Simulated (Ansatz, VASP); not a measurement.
In3B2As: VASP beside Ansatz

```
In B As
1.0
     5.06253    0.00000    0.00000
    -2.53126    4.38428    0.00000
     0.00000    0.00000    5.21939
In B As
3 2 1
Direct
  0.33333 0.66667 0.50000
  0.66667 0.33333 0.50000
  0.00000 0.00000 0.00000
  0.33333 0.66667 0.00000
  0.66667 0.33333 0.00000
  0.00000 0.00000 0.50000
```

Alike in both runs: functional PBE; k mesh 6 × 6 × 4; occupations gaussian, width 0.1 eV; no spin polarisation.

Ansatz relaxed the structure, and its values are those at the end. VASP's run is a single point on that final structure, the one shown.

|  | VASP | Ansatz |
| --- | --- | --- |
| version | VASP 6.6.1 | Ansatz 0.2.0 |
| potentials or method | VASP PAW PBE potentials, release 64 (In_d, B, As), cutoff 520 eV | scalar-relativistic, plane waves, PAW |
| valence electrons in the cell | 50 | 60 |

Ansatz gave:

- gap on the k mesh at the Fermi level (eV): none
- pressure (GPa): 0.2

Q: Which values does VASP return?

A: gap on the k mesh at the Fermi level (eV): none; pressure (GPa): 0.3.

A gap of «none» marks a metal or a gap that the smearing closes. VASP's potentials hold 50 valence electrons a cell and Ansatz's 60, so a difference there can come from the potentials and not from the codes.
